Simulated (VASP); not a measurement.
Au, 1 atom in the cell. Symmetry: Im-3m, No. 229, cubic system. Conventional cell: a = 3.003 Å, b = 3.003 Å, c = 3.003 Å, α = 90.00°, β = 90.00°, γ = 90.00°. Within 3.4 Å of Au (site symmetry m-3m) lie 14 Au at 2.60 to 3.00 Å. 

* Program: VASP 6.6.1
* Task: single point
* Functional: PBE
* Potentials or basis: VASP PAW PBE potentials, release 64 (Au)
* Cutoff: 520 eV
* k mesh: 20 × 20 × 20
* Occupations: gaussian, width 0.1 eV
* Spin: no spin polarisation
* Dipole correction: no
* Further INCAR settings: ALGO = Normal; EDIFF = 1e-07; NBANDS = 12

Potentials or basis: VASP PAW PBE potentials, release 64 (Au).

Launch:

```console
$ cat potpaw_PBE.64/Au/POTCAR > POTCAR
$ mpirun -np 1 vasp_std > vasp.out
```

Hardware: 1 thread of Intel(R) Xeon(R) Platinum 8559C (Emerald Rapids), with other jobs on the host.

**Question.** How long does it take, and how much memory?

**Answer.** Run time: 18 s on 1 thread of Intel(R) Xeon(R) Platinum 8559C (Emerald Rapids), on a shared host, peak memory 0.15 GiB. Counts: scf iterations 12, k points 256.
